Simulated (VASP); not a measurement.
# DyC3 (I4) in VASP: single point with PBE

Aim: the single point of DyC3 with PBE.

Everything below comes from runs of VASP 6.6.1. Logs are shortened: lines on timing, memory, paths and dates and some standing lists are left out, and cuts for length are marked.

### 1 The cell of the first run

The typed cell holds 8 atoms: a = 5.151 Å, b = 5.151 Å, c = 5.151 Å, α = 113.16°, β = 113.16°, γ = 102.31°.

The cell was built from a structure type or drawn by symmetry, and may not be a known phase.

### 2 Single point, PBE

INCAR reads:

```
SYSTEM = DyC3
ALGO = Normal
EDIFF = 1E-6
ENCUT = 600
GGA = PE
GGA_COMPAT = .FALSE.
ISIF = 2
ISMEAR = 0
LASPH = .TRUE.
LCHARG = .FALSE.
LMAXMIX = 6
LREAL = .FALSE.
LWAVE = .FALSE.
NBANDS = 31
NELM = 200
PREC = Accurate
SIGMA = 0.2
```

KPOINTS reads:

```
k-points
0
G
  4 4 4
  0 0 0
```

POSCAR reads:

```
DyC3
1.0
   -2.8366108662      2.8366108662      3.2303761911
    2.8366108662     -2.8366108662      3.2303761911
    2.8366108662      2.8366108662     -3.2303761911
Dy C
2 6
Direct
    0.5271464079      0.5271464079      0.0000000000
    1.0272278879      1.0272278879      0.0000000000
    0.2771942200      0.7771942200      0.5000000000
    0.7771942200      0.2771942200      0.5000000000
    0.1134802694      0.9406401594      0.4999098267
    0.4407303327      0.6135704427      0.5000901733
    0.9406401594      0.4407303327      0.8271598900
    0.6135704427      0.1134802694      0.1728401100
```

Potentials or basis: VASP PAW PBE potentials, release 64 (Dy_3, C), 4f in core.

Launch:

```sh
$ cat potpaw_PBE.64/Dy_3/POTCAR potpaw_PBE.64/C/POTCAR > POTCAR
$ mpirun -np 1 vasp_std > vasp.out
```

OUTCAR:

```text
SYSTEM = DyC3
   EDIFF = 1E-6
   ENCUT = 600
   GGA = PE
   ISIF = 2
   ISMEAR = 0
   LASPH = .TRUE.
   LREAL = .FALSE.
   NELM = 200
   PREC = Accurate

 ion  position               nearest neighbor table
   1  0.527  0.527  0.000-   5 2.67   6 2.67   7 2.67   8 2.67   6 2.67   8 2.67   5 2.67   7 2.67
                             2 3.23   2 3.23
   2  0.027  0.027  0.000-   8 2.67   6 2.67   7 2.67   5 2.67   8 2.67   6 2.67   7 2.67   5 2.67
                             1 3.23   1 3.23
   3  0.277  0.777  0.500-   5 1.31   6 1.31
   4  0.777  0.277  0.500-   7 1.31   8 1.31
   5  0.113  0.941  0.500-   3 1.31   1 2.67   2 2.67   2 2.67   1 2.67
   6  0.441  0.614  0.500-   3 1.31   1 2.67   2 2.67   2 2.67   1 2.67
   7  0.941  0.441  0.827-   4 1.31   1 2.67   2 2.67   2 2.67   1 2.67
   8  0.614  0.113  0.173-   4 1.31   1 2.67   2 2.67   2 2.67   1 2.67

  LATTYP: Found a body centered tetragonal cell.
 ALAT       =     5.6732217324
 C/A-ratio  =     1.1388154186

  Lattice vectors:

 A1 = (  -2.8366108662,   2.8366108662,   3.2303761911)
 A2 = (   2.8366108662,  -2.8366108662,   3.2303761911)
 A3 = (   2.8366108662,   2.8366108662,  -3.2303761911)

Analysis of symmetry for initial positions (statically):
=====================================================================
 Subroutine PRICEL returns:
 Original cell was already a primitive cell.

 Routine SETGRP: Setting up the symmetry group for a
 body centered tetragonal supercell.

 Subroutine GETGRP returns: Found  4 space group operations
 (whereof  4 operations were pure point group operations)
 out of a pool of 16 trial point group operations.

The static configuration has the point symmetry     .

Analysis of symmetry for dynamics (positions and initial velocities):
=====================================================================
 Subroutine PRICEL returns:
 Original cell was already a primitive cell.

 Routine SETGRP: Setting up the symmetry group for a
 body centered tetragonal supercell.

 Subroutine GETGRP returns: Found  4 space group operations
 (whereof  4 operations were pure point group operations)
 out of a pool of 16 trial point group operations.

The dynamic configuration has the point symmetry     .

 Subroutine INISYM returns: Found  4 space group operations
 (whereof  4 operations are pure point group operations),
 and found     1 'primitive' translations

----------------------------------------------------------------------------------------

                                     Primitive cell

  volume of cell :     103.9711

  direct lattice vectors                    reciprocal lattice vectors
    -2.836610866  2.836610866  3.230376191     0.000000000  0.176266687  0.154780735
     2.836610866 -2.836610866  3.230376191     0.176266687  0.000000000  0.154780735
     2.836610866  2.836610866 -3.230376191     0.176266687  0.176266687  0.000000000

  length of vectors
     5.150539074  5.150539074  5.150539074     0.234578389  0.234578389  0.249278740

  position of ions in fractional coordinates (direct lattice)
     0.527146408  0.527146408  0.000000000
     0.027227888  0.027227888  0.000000000
     0.277194220  0.777194220  0.500000000
     0.777194220  0.277194220  0.500000000
     0.113480269  0.940640159  0.499909827
     0.440730333  0.613570443  0.500090173
     0.940640159  0.440730333  0.827159890
     0.613570443  0.113480269  0.172840110

  ion indices of the primitive-cell ions
   primitive index   ion index
                 1           1
                 2           2
                 3           3
                 4           4
                 5           5
                 6           6
                 7           7
                 8           8

----------------------------------------------------------------------------------------

 KPOINTS: k-points

Automatic generation of k-mesh.
 Grid dimensions read from file:
 generate k-points for:    4    4    4

 Generating k-lattice:

  Cartesian coordinates                     Fractional coordinates (reciprocal lattice)
     0.000000000  0.044066672  0.038695184     0.250000000  0.000000000  0.000000000
     0.044066672  0.000000000  0.038695184     0.000000000  0.250000000  0.000000000
     0.044066672  0.044066672  0.000000000     0.000000000  0.000000000  0.250000000

  Length of vectors
     0.058644597  0.058644597  0.062319685

  Shift w.r.t. Gamma in fractional coordinates (k-lattice)
     0.000000000  0.000000000  0.000000000

 Subroutine IBZKPT returns following result:
 ===========================================

 Found     14 irreducible k-points:

 Following reciprocal coordinates:
            Coordinates               Weight
  0.000000  0.000000  0.000000      1.000000
  0.250000  0.000000  0.000000      8.000000
  0.500000  0.000000  0.000000      4.000000
  0.250000  0.250000  0.000000      8.000000
  0.500000  0.250000  0.000000      8.000000
 -0.250000  0.500000  0.000000      8.000000
 -0.250000  0.250000  0.000000      4.000000
  0.500000  0.500000  0.000000      2.000000
  0.250000  0.250000  0.250000      2.000000
 -0.250000  0.250000  0.250000      4.000000
  0.500000  0.500000  0.250000      4.000000
 -0.250000  0.500000  0.250000      8.000000
 -0.250000 -0.250000  0.250000      2.000000
  0.500000  0.500000  0.500000      1.000000
   k-points           NKPTS =     14   k-points in BZ     NKDIM =     14   number of bands    NBANDS=     31
   number of dos      NEDOS =    301   number of ions     NIONS =      8
   total plane-waves  NPLWV =  74088
   dimension x,y,z NGX =    42 NGY =   42 NGZ =   42
   dimension x,y,z NGXF=    84 NGYF=   84 NGZF=   84
   ions per type =               2   6
   NGX,Y,Z   is equivalent  to a cutoff of  13.56, 13.56, 13.56 a.u.
   NGXF,Y,Z  is equivalent  to a cutoff of  27.11, 27.11, 27.11 a.u.
 SYSTEM =  DyC3
   PREC   = accura    normal or accurate (medium, high low for compatibility)
   ISTART =      0    job   : 0-new  1-cont  2-samecut
   ICHARG =      2    charge: 1-file 2-atom 10-const
   ISPIN  =      1    spin polarized calculation?
   LNONCOLLINEAR =      F non collinear calculations
   LSORBIT =      F    spin-orbit coupling
   LASPH  =      T    aspherical Exc in radial PAW
   ENCUT  =  600.0 eV  44.10 Ry    6.64 a.u.  10.29 10.29 10.29*2*pi/ulx,y,z
   NELM   =    200;   NELMIN=  2; NELMDL= -5     # of ELM steps
   EDIFF  = 0.1E-05   stopping-criterion for ELM
   LREAL  =      F    real-space projection
   EDIFFG = 0.1E-04   stopping-criterion for IOM
   NSW    =      0    number of steps for IOM
   IBRION =     -1    ionic relax: 0-MD 1-quasi-New 2-CG
   NFREE  =      0    steps in history (QN), initial steepest desc. (CG)
   ISIF   =      2    stress and relaxation
   ISYM   =      2    0-nonsym 1-usesym 2-fastsym
   POTIM  = 0.5000    time-step for ionic-motion
   TEBEG  =    0.0;   TEEND  =   0.0 temperature during run
   PSTRESS=    0.0 pullay stress
   NELECT =      42.0000    total number of electrons
   NUPDOWN=      -1.0000    fix difference up-down
   EMIN   =  10.00;   EMAX   =-10.00  energy-range for DOS
   EFERMI =   0.00;   METHOD = LEGACY
   ISMEAR =     0;   SIGMA  =   0.20  broadening in eV -4-tet -1-fermi 0-gaus
   EFERMI_NEDOS =   21; number of points for ismear=-14 and -15
   IALGO  =     38    algorithm
   IMIX   =      4    mixing-type and parameters
     AMIX     =   0.40;   BMIX     =  1.00
     AMIX_MAG =   1.60;   BMIX_MAG =  1.00
  volume/ion in A,a.u.               =      13.00        87.70
  Fermi-wavevector in a.u.,A,eV,Ry     =   1.210190  2.286928 19.926561  1.464561
  Thomas-Fermi vector in A             =   2.345745
   LORBIT       =      0    0 simple, 1 ext, 2 COOP (PROOUT), +10 PAW based schemes
   GGA     = PE    functional components
   LHFCALC =     F    Hartree Fock is set to
   AEXX    =    0.0000 exact exchange contribution
   IVDW    =     0    specifies the selected vdW correction
   LEPSILON=     F    determine dielectric tensor
   LRPA    =     F    only Hartree local field effects (RPA)
 non-spin polarized calculation
 Gauss-broadening in eV      SIGMA  =   0.20
  energy-cutoff  :      600.00
  volume of cell :      103.97
 maximum number of plane-waves:      3497
 NGX is ok and might be reduce to    42
   NGX = 21   NGY = 21   NGZ = 21

 number of electron      42.0000000 magnetization

 Free energy of the ion-electron system (eV)
  ---------------------------------------------------
  ext. energy  EPLUGINS =         0.00000000
  ---------------------------------------------------
  free energy    TOTEN  =       -60.83495353 eV

  energy without entropy =      -60.72789145  energy(sigma->0) =      -60.78142249

 E-fermi :   3.3391     XC(G=0): -10.7779

 val. band max:        3.2930166704   @ k =   0.5000   0.5000   0.2500
 cond. band min:       3.3944113076   @ k =   0.2500   0.2500   0.0000
 fundamental gap:      0.1013946371
 Fermi energy:         3.3391160745

 k-point     1 :       0.0000    0.0000    0.0000
  band No.  band energies     occupation
      1     -19.4534      2.00000
      2     -18.9676      2.00000
      3     -18.9676      2.00000
      4     -18.9534      2.00000
      5     -18.9534      2.00000
      6     -18.6390      2.00000
[... 23 lines left out ...]
     30       9.4696      0.00000
     31      10.0276      0.00000

 k-point     2 :       0.2500    0.0000    0.0000
  band No.  band energies     occupation
      1     -19.3475      2.00000
      2     -18.9752      2.00000
      3     -18.9700      2.00000
      4     -18.9617      2.00000
      5     -18.9599      2.00000
      6     -18.7744      2.00000
[... 23 lines left out ...]
     30       9.4931      0.00000
     31       9.7589      0.00000

 k-point     3 :       0.5000    0.0000    0.0000
  band No.  band energies     occupation
      1     -19.0785      2.00000
      2     -19.0774      2.00000
      3     -18.9740      2.00000
      4     -18.9739      2.00000
      5     -18.9692      2.00000
      6     -18.9691      2.00000
[... 23 lines left out ...]
     30       9.1794      0.00000
     31      10.1828      0.00000

 k-point     4 :       0.2500    0.2500    0.0000
  band No.  band energies     occupation
      1     -19.0906      2.00000
      2     -19.0630      2.00000
      3     -19.0416      2.00000
      4     -18.9809      2.00000
      5     -18.9623      2.00000
      6     -18.9022      2.00000
[... 23 lines left out ...]
     30       9.3830      0.00000
     31       9.7770      0.00000

 k-point     5 :       0.5000    0.2500    0.0000
  band No.  band energies     occupation
      1     -19.3701      2.00000
      2     -19.0856      2.00000
      3     -18.9731      2.00000
      4     -18.9599      2.00000
      5     -18.8752      2.00000
      6     -18.7619      2.00000
[... 23 lines left out ...]
     30       9.6078      0.00000
     31       9.7848      0.00000
[... 202 lines left out ...]
     30      10.2410      0.00000
     31      10.5475      0.00000

 k-point    12 :      -0.2500    0.5000    0.2500
  band No.  band energies     occupation
      1     -19.3968      2.00000
      2     -19.0674      2.00000
      3     -19.0626      2.00000
      4     -18.8848      2.00000
      5     -18.8828      2.00000
      6     -18.7508      2.00000
[... 23 lines left out ...]
     30       9.8055      0.00000
     31      10.0888      0.00000

 k-point    13 :      -0.2500   -0.2500    0.2500
  band No.  band energies     occupation
      1     -19.1041      2.00000
      2     -19.0502      2.00000
      3     -19.0292      2.00000
      4     -19.0292      2.00000
      5     -18.9088      2.00000
      6     -18.9088      2.00000
[... 23 lines left out ...]
     30       9.4333      0.00000
     31      10.0159      0.00000

 k-point    14 :       0.5000    0.5000    0.5000
  band No.  band energies     occupation
      1     -19.5284      2.00000
      2     -19.1032      2.00000
      3     -19.1032      2.00000
      4     -18.8490      2.00000
      5     -18.8490      2.00000
      6     -18.6153      2.00000
[... 23 lines left out ...]
     30       9.7407      0.00000
     31      10.1391      0.00000

------------------------ aborting loop because EDIFF is reached ----------------------------------------

  FORCE on cell =-STRESS in cart. coord.  units (eV):
  Direction    XX          YY          ZZ          XY          YZ          ZX
  --------------------------------------------------------------------------------------
  -------------------------------------------------------------------------------------
  Total        0.0452138      0.0452138      0.2154068     -0.0000001      0.0000000      0.0000000
  in kB        0.6967375      0.6967375      3.3193830     -0.0000011      0.0000000      0.0000000
  external PRESSURE =       1.5709527 kB  Pullay stress =       0.0000000 kB

 VOLUME and BASIS-vectors are now :
 -----------------------------------------------------------------------------
  energy-cutoff  :      600.00
  volume of cell :      103.97
      direct lattice vectors                 reciprocal lattice vectors
    -2.836610866  2.836610866  3.230376191     0.000000000  0.176266687  0.154780735
     2.836610866 -2.836610866  3.230376191     0.176266687  0.000000000  0.154780735
     2.836610866  2.836610866 -3.230376191     0.176266687  0.176266687  0.000000000

 POSITION                                       TOTAL-FORCE (eV/Angst)
 -----------------------------------------------------------------------------------
      0.00000      0.00000      3.40576        -0.000000      0.000000      0.002719
      0.00000      0.00000      0.17591        -0.000000      0.000000     -0.004824
      2.83661      0.00000      1.79088        -0.000000      0.000000     -0.003667
      0.00000      2.83661      1.79088        -0.000000     -0.000000     -0.003667
      3.76438     -0.92828      1.79031         0.039547     -0.036481      0.002360
      1.90884      0.92828      1.79031        -0.039547      0.036481      0.002360
      0.92828      3.76438      1.79031         0.036481      0.039547      0.002360
     -0.92828      1.90884      1.79031        -0.036481     -0.039547      0.002360
 -----------------------------------------------------------------------------------
    total drift:                                0.000000      0.000000      0.000145

  FREE ENERGIE OF THE ION-ELECTRON SYSTEM (eV)
  ---------------------------------------------------
  free  energy   TOTEN  =       -60.8349535258 eV

  energy  without entropy=      -60.7278914498  energy(sigma->0) =      -60.78142249
```

It took 35 s on 1 thread of Intel Xeon 6975P-C (Granite Rapids), shared host; peak memory 0.27 GiB.

Results:

* Free energy: -60.8350 eV
* Pressure: 0.2 GPa
* Largest force: 0.054 eV/Å
* Band gap on the k mesh: zero (bands 21 and 22 overlap by 0.78 eV)

Forces in eV/Å, atoms in the order of the input:
```
Dy   0.000  0.000  0.003
Dy   0.000  0.000 -0.005
C    0.000  0.000 -0.004
C    0.000  0.000 -0.004
C    0.040 -0.036  0.002
C   -0.040  0.036  0.002
C    0.036  0.040  0.002
C   -0.036 -0.040  0.002
```

Levels at points of the mesh, in eV from the Fermi level:
```
           k point  band 18  band 19  band 20  band 21  band 22  band 23  band 24  band 25
(0.00, 0.00, 0.00)    -1.12    -0.66    -0.23    -0.23     0.70     1.12     5.60     5.73
(0.50, 0.00, 0.00)    -2.06    -0.84    -0.84    -0.19    -0.19     3.42     3.42     3.89
(0.50, 0.50, 0.00)    -1.63    -1.45    -0.90     0.44     0.46     0.82     4.89     5.18
(0.50, 0.50, 0.50)    -1.53    -1.53     0.31     0.31     1.40     1.66     3.33     3.47
```

Caveat: the k points lie up to 0.37 Å⁻¹ apart, too coarse for converged energies and pressures of a metal; spin-orbit coupling is left out, which moves the levels of the heavy elements; the 4f electrons are frozen in the core, so they carry no moment and show no levels.
